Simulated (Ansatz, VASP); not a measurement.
## One calculation of CoSi2, two programs

```
CELL_PARAMETERS angstrom
0.00000 2.65623 2.65623
2.65623 0.00000 2.65623
2.65623 2.65623 0.00000
ATOMIC_POSITIONS crystal
Co 0.00000 0.00000 0.00000
Si 0.25000 0.25000 0.25000
Si 0.75000 0.75000 0.75000
```

Alike in both runs: functional PBEsol; k mesh 11 × 11 × 11; occupations fermi-dirac, width 0.1 eV; no spin polarisation.

Ansatz relaxed the structure, and its values are those at the end. VASP's run is a single point on that final structure, the one shown.

```csv
,VASP,Ansatz
version,VASP 6.6.1,Ansatz 0.2.0
potentials or method,"VASP PAW PBE potentials, release 64 (Co, Si)","PAW with Ansatz's default frozen-core files, scalar-relativistic"
plane-wave cutoff (eV),600,420
valence electrons in the cell,17,25
```

|  | VASP | Ansatz | Ansatz less VASP |
| --- | --- | --- | --- |
| pressure (GPa) | 0.1 | 0.0 | -0.02 |

VASP's potentials were made for PBE, not for PBEsol. With one functional, cell and mesh, what is left measures potentials, basis and numerics. VASP's potentials hold 17 valence electrons a cell and Ansatz's 25, so a difference there can come from the potentials and not from the codes.
